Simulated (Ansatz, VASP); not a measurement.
## Two plane-wave programs on Fe

```
CELL_PARAMETERS angstrom
-1.41631 1.41631 1.41631
1.41631 -1.41631 1.41631
1.41631 1.41631 -1.41631
ATOMIC_POSITIONS crystal
Fe 0.00000 0.00000 0.00000
```

Alike in both runs: task single point; functional PBE; k mesh 15 × 15 × 15; collinear spin.

|  | VASP | Ansatz |
| --- | --- | --- |
| version | VASP 6.6.1 | Ansatz 0.2.0 |
| potentials or method | VASP PAW PBE potentials, release 64 (Fe), cutoff 520 eV | plane waves (420 eV) with PAW, scalar-relativistic |
| occupations | methfessel-paxton of order 1, width 1 eV | cold, width 1 eV |
| valence electrons in the cell | 8 | 16 |

|  | VASP | Ansatz | Ansatz less VASP |
| --- | --- | --- | --- |
| pressure (GPa) | -1.2 | -6.4 | -5.21 |
| net moment per atom (μB) | 2.21 | 1.96 | -0.250 |
| size of the moment on the site where the two differ most (μB) | 2.21 | 2.01 | -0.198 |

The net moments are unlike, so the other rows may belong to different states. Site moments also hang on the region over which each program counts them. VASP's potentials hold 8 valence electrons a cell and Ansatz's 16, so a difference there can come from the potentials and not from the codes. Ansatz's warnings: stability check not made.
